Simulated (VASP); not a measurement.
Here is a VASP 6.6.1 calculation.

The input INCAR:

```
PREC = Accurate
ENCUT = 520
EDIFF = 1E-6
ISMEAR = 0
SIGMA = 0.1
LREAL = F
LASPH = T
NELM = 80
ALGO = Normal
ISIF = 2
LWAVE = F
LCHARG = F
LDIPOL = T
IDIPOL = 3
DIPOL = 0.5 0.5 0.336
GGA = PE
NBANDS = 52
```

KPOINTS

```
regular mesh
0
Gamma
  6 6 1
```

File POSCAR:

```
Mo6H
1.0
    4.4695765307      0.0000000000      0.0000000000
   -2.2347882654      3.8707668198      0.0000000000
    0.0000000000      0.0000000000     19.7595667350
Mo H
6 1
Direct
    0.6666666667      0.3333333333      0.2024335884
    0.3333333333      0.6666666667      0.2486060831
    0.0000000000      0.0000000000      0.2947785777
    0.6666666667      0.3333333333      0.3368821116
    0.3333333333      0.6666666667      0.3779725564
    0.0000000000      0.0000000000      0.4180034333
    0.3333333333      0.6666666667      0.4710496636
```

Potentials or basis: VASP PAW PBE potentials, release 64 (Mo_sv, H).

Command:

```sh
$ cat potpaw_PBE.64/Mo_sv/POTCAR potpaw_PBE.64/H/POTCAR > POTCAR
$ mpirun -np 1 vasp_std > vasp.out
```

Q: What does it give for the largest force?

A: 1.774 eV/Å.

Q: What does it give for the band gap on the k mesh?

A: Zero (an odd number of electrons rules out a gap without spin polarisation).

Forces in eV/Å, atoms in the order of the input:
```
Mo   0.000  0.000  1.774
Mo   0.000  0.000 -1.475
Mo   0.000  0.000 -1.059
Mo   0.000  0.000 -0.306
Mo   0.000  0.000  0.403
Mo   0.000  0.000  0.655
H    0.000  0.000  0.008
```
